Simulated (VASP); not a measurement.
Wanted: the native input for a VASP 6.6.1 run.

```yaml
Task: relaxation of the atoms
Functional: PBE
Potentials_or_basis: VASP PAW PBE potentials, release 64 (Zn, Se, S)
Cutoff: 520 eV
k_mesh: 6 × 6 × 6
Occupations: gaussian, width 0.02 eV
Spin: no spin polarisation
Dipole_correction: no
Further_INCAR_settings: ALGO = Normal; EDIFF = 1e-07; IBRION = 2; EDIFFG = -0.01; NSW = 50
```

The structure of Zn4SeS3 lies in POSCAR:

```
Zn4SeS3
1.0
    5.2854872115      0.0000000000      0.0000000000
    0.0000000000      5.2854872115      0.0000000000
    0.0000000000      0.0000000000      5.2854872115
Zn Se S
4 1 3
Direct
    0.7432172142      0.7432172142      0.7432172142
    0.7432172142      0.2567827858      0.2567827858
    0.2567827858      0.7432172142      0.2567827858
    0.2567827858      0.2567827858      0.7432172142
    0.0000000000      0.0000000000      0.0000000000
    0.5000000000      0.5000000000      0.0000000000
    0.5000000000      0.0000000000      0.5000000000
    0.0000000000      0.5000000000      0.5000000000
```

One way to write it, as run:

INCAR

```
SYSTEM = Zn4SeS3
ALGO = Normal
EDIFF = 1E-7
EDIFFG = -0.01
ENCUT = 520
GGA = PE
IBRION = 2
ISIF = 2
ISMEAR = 0
KPAR = 4
LASPH = .True.
LCHARG = .False.
LREAL = .False.
LWAVE = .False.
NELM = 100
NSW = 50
PREC = Accurate
SIGMA = 0.02
```

KPOINTS

```
k-points
0
Gamma
  6 6 6
  0 0 0
```

Potentials or basis: VASP PAW PBE potentials, release 64 (Zn, Se, S).

Command:

```sh
$ cat potpaw_PBE.64/Zn/POTCAR potpaw_PBE.64/Se/POTCAR potpaw_PBE.64/S/POTCAR > POTCAR
$ mpirun -np 4 vasp_std > vasp.out
```

It gave:

```yaml
Energy_gained_by_relaxing: 0.0 meV/atom
Ionic_steps: 3
Pressure_after_relaxing: 11.5 GPa
Band_gap_on_the_k_mesh: 2.21 eV
```

Run time: 100 s on 4 MPI ranks on Intel(R) Xeon(R) Platinum 8259CL CPU @ 2.50GHz (Skylake/Cascade Lake), on a shared host, peak memory 0.31 GiB a rank.
